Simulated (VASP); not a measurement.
A run of VASP 6.6.1 is set up as follows.

Contents of INCAR:

```
SYSTEM = GeW
PREC = Accurate ; ENCUT = 520
EDIFF = 1E-6 ; ISMEAR = -1
SIGMA = 0.05 ; LREAL = .FALSE.
LASPH = .TRUE. ; NELM = 150
ALGO = Normal ; ISIF = 2
LWAVE = .FALSE. ; LCHARG = .TRUE.
LMAXMIX = 4 ; LDAU = .TRUE.
LDAUTYPE = 2 ; LDAUL = -1 2
LDAUU = 0 6 ; LDAUJ = 0 0
LDAUPRINT = 1 ; GGA = PE
LELF = .TRUE. ; LVHAR = .TRUE.
NBANDS = 21
```

Contents of KPOINTS:

```
Automatic mesh
0
G
  9 9 9
  0 0 0
```

The input POSCAR:

```
GeW
1.0
    0.0000000000      2.5784375509      2.5784375509
    2.5784375509      0.0000000000      2.5784375509
    2.5784375509      2.5784375509      0.0000000000
Ge W
1 1
Direct
    0.5000000000      0.5000000000      0.5000000000
    0.0000000000      0.0000000000      0.0000000000
```

Potentials or basis: VASP PAW PBE potentials, release 64 (Ge_d, W_sv).

Launch:

```console
$ cat potpaw_PBE.64/Ge_d/POTCAR potpaw_PBE.64/W_sv/POTCAR > POTCAR
$ mpirun -np 1 vasp_std > vasp.out
```

**Question.** Predict the pressure.

**Answer.** 5.7 GPa.

**Question.** What does it give for the band gap on the k mesh?

**Answer.** Zero (band 14 reaches 10.14 eV, above the bottom of band 15 at 8.32 eV).

Eigenvalues of the final occupation matrices:
| site | spin | trace | eigenvalues |
| --- | --- | --- | --- |
| site 2 d | 1 | 1.64 | 0.28 0.28 0.28 0.40 0.40 |
| site 2 d | 2 | 1.64 | 0.28 0.28 0.28 0.40 0.40 |

Caveat: spin-orbit coupling is left out, which moves the levels of the heavy elements; U without spin polarisation on a metal has little footing; the U is typed as a test and isn't derived for this compound.
